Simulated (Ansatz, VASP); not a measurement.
**One calculation of C, two programs**

INCAR

```
SYSTEM = C
PREC = Accurate
ENCUT = 520
EDIFF = 1E-6
ISMEAR = 0
SIGMA = 0.05
LREAL = .False.
LASPH = .True.
NELM = 150
ALGO = Normal
ISIF = 2
LWAVE = .False.
LCHARG = .False.
ISPIN = 2
MAGMOM = 3 2
LORBIT = 11
GGA = PE
NBANDS = 15
```

File KPOINTS:

```
regular mesh
0
Gamma
  12 12 12
  0 0 0
```

POSCAR

```
C
1.0
    0.0000000000      1.7857375322      1.7857375322
    1.7857375322      0.0000000000      1.7857375322
    1.7857375322      1.7857375322      0.0000000000
C
2
Direct
    0.5419994532      0.4580005468      0.3740016403
    0.7500000000      0.7500000000      0.7500000000
```

Input for Ansatz:

```yaml
crystal:
  lattice:
    - [0.0, 1.7857375322, 1.7857375322]
    - [1.7857375322, 0.0, 1.7857375322]
    - [1.7857375322, 1.7857375322, 0.0]
  atoms:
    - { symbol: C, position: [0.5419994532, 0.4580005468, 0.3740016403], spin: 3.0 }
    - { symbol: C, position: [0.75, 0.75, 0.75], spin: 2.0 }
basis:
  ecutwfc: 420
kpoints:
  mp_grid: { grid: [12, 12, 12] }
hamiltonian:
  xc: pbe
scf:
  occupations: { method: gaussian, width: 0.05 }
output:
  forces: true
  eigenvalues: true
  stress: true
magnetization:
  spin_polarized: true
```

Alike in both runs: task single point; functional PBE; k mesh 12 × 12 × 12; occupations gaussian, width 0.05 eV; collinear spin.

|  | VASP | Ansatz |
| --- | --- | --- |
| version | VASP 6.6.1 | Ansatz 0.2.0 |
| potentials or method | VASP PAW PBE potentials, release 64 (C), cutoff 520 eV | scalar-relativistic, plane waves, PAW |
| valence electrons in the cell | 8 | 8 |

|  | VASP | Ansatz | Ansatz less VASP |
| --- | --- | --- | --- |
| gap on the k mesh at the Fermi level (eV) | none | none | - |
| rms of the force components (eV/Å) | 6.567 | 6.549 | -0.0175 |
| net moment per atom (μB) | 0.00 | 0.00 | 0.000 |

Atom by atom the forces differ by 0.018 eV/Å (rms over components). A gap of «none» marks a metal or a gap that the smearing closes. Ansatz's warnings: seeded moment not kept.
